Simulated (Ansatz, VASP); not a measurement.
**Al2O3 in VASP and in Ansatz**

INCAR

```
SYSTEM = Al2O3
  PREC = Accurate
  ENCUT = 600
  EDIFF = 1E-7
  ISMEAR = 0
  SIGMA = 0.02
  LREAL = .FALSE.
  LASPH = .TRUE.
  NELM = 80
  ALGO = Normal
  ISIF = 3
  LWAVE = .FALSE.
  LCHARG = .FALSE.
  IBRION = 2
  NSW = 70
  EDIFFG = -0.005
```

File KPOINTS:

```
Automatic mesh
0
G
  6 6 6
  0 0 0
```

Contents of POSCAR:

```
Al2O3
1.0
    2.4043547729      1.3881548753      4.3744983371
   -2.4043547729      1.3881548753      4.3744983371
    0.0000000000     -2.7763097507      4.3744983370
Al O
4 6
Direct
    0.3521453631      0.3521453631      0.3521453631
    0.1478546369      0.1478546369      0.1478546369
    0.6478546369      0.6478546369      0.6478546369
    0.8521453631      0.8521453631      0.8521453631
    0.5561715226      0.9438284774      0.2500000000
    0.2500000000      0.5561715226      0.9438284774
    0.9438284774      0.2500000000      0.5561715226
    0.4438284774      0.0561715226      0.7500000000
    0.7500000000      0.4438284774      0.0561715226
    0.0561715226      0.7500000000      0.4438284774
```

Input for Ansatz:

```yaml
crystal:
  lattice:
    - [2.4043547729, 1.3881548753, 4.3744983371]
    - [-2.4043547729, 1.3881548753, 4.3744983371]
    - [0.0, -2.7763097507, 4.374498337]
  atoms:
    - { symbol: Al, position: [0.3521453631, 0.3521453631, 0.3521453631] }
    - { symbol: Al, position: [0.1478546369, 0.1478546369, 0.1478546369] }
    - { symbol: Al, position: [0.6478546369, 0.6478546369, 0.6478546369] }
    - { symbol: Al, position: [0.8521453631, 0.8521453631, 0.8521453631] }
    - { symbol: O, position: [0.5561715226, 0.9438284774, 0.25] }
    - { symbol: O, position: [0.25, 0.5561715226, 0.9438284774] }
    - { symbol: O, position: [0.9438284774, 0.25, 0.5561715226] }
    - { symbol: O, position: [0.4438284774, 0.0561715226, 0.75] }
    - { symbol: O, position: [0.75, 0.4438284774, 0.0561715226] }
    - { symbol: O, position: [0.0561715226, 0.75, 0.4438284774] }
basis:
  ecutwfc: 420
kpoints:
  mp_grid: { grid: [6, 6, 6] }
hamiltonian:
  xc: lda
scf:
  occupations: { method: gaussian, width: 0.02 }
output:
  forces: true
  stress: true
  eigenvalues: true
relax:
  adjacent_minimum: "off"
  f_tol: 0.005
  max_steps: 50
  cell: { stress_tol: 0.05 }
```

Alike in both runs: task relaxation of cell and atoms; functional LDA; k mesh 6 × 6 × 6; occupations gaussian, width 0.02 eV; no spin polarisation.

|  | VASP | Ansatz |
| --- | --- | --- |
| version | VASP 6.6.1 | Ansatz 0.2.0 |
| potentials or method | VASP PAW LDA potentials, release 64 (Al, O), cutoff 600 eV | scalar-relativistic, plane waves, PAW |
| valence electrons in the cell | 48 | 48 |

|  | VASP | Ansatz | Ansatz less VASP |
| --- | --- | --- | --- |
| gap on the k mesh at the Fermi level, each at its own relaxed structure (eV) | 6.42 | 6.43 | +0.009 |
| relaxed volume (Å³/atom) | 8.34 | 8.32 | -0.013 |
| relaxed cell length with the largest relative difference (Å) | 5.093 | 5.091 | -0.0018 |

LDA's correlation is that of Perdew and Zunger in VASP and of Perdew and Wang (1992) in Ansatz.
